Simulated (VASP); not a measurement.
TiO2:

```
CELL_PARAMETERS angstrom
2.70603 -2.70666 0.00000
2.70603 2.70666 0.00000
-2.63353 0.00000 4.79664
ATOMIC_POSITIONS crystal
Ti 0.86589 0.13411 0.75000
Ti 0.13411 0.86589 0.25000
O 0.08876 0.33122 0.16715
O 0.91124 0.66878 0.83285
O 0.66878 0.91124 0.33285
O 0.33122 0.08876 0.66715
```

Base run:

| Quantity | Value |
| --- | --- |
| Program | VASP 6.6.1 |
| Functional | PBE |
| Potentials or basis | VASP PAW PBE potentials, release 64 (Ti_sv, O) |
| Cutoff | 520 eV |
| k mesh | 8 × 8 × 6 |
| Occupations | fermi-dirac, width 0.05 eV |
| Spin | no spin polarisation |
| Hubbard terms | Ti d U = 5.0 eV |

Its results: band gap on the k mesh 2.76 eV (least direct gap 3.14 eV); pressure 7.5 GPa; largest force 0.303 eV/Å.

The run is repeated on the same cell with these changes: hubbard terms from Ti d U = 5.0 eV to Ti d U = 6.0 eV. What comes out?

Band gap on the k mesh 2.92 eV (least direct gap 3.30 eV); pressure 9.2 GPa; largest force 0.351 eV/Å.

Caveats: the cell stands under pressure.

A k mesh can miss the band edges.
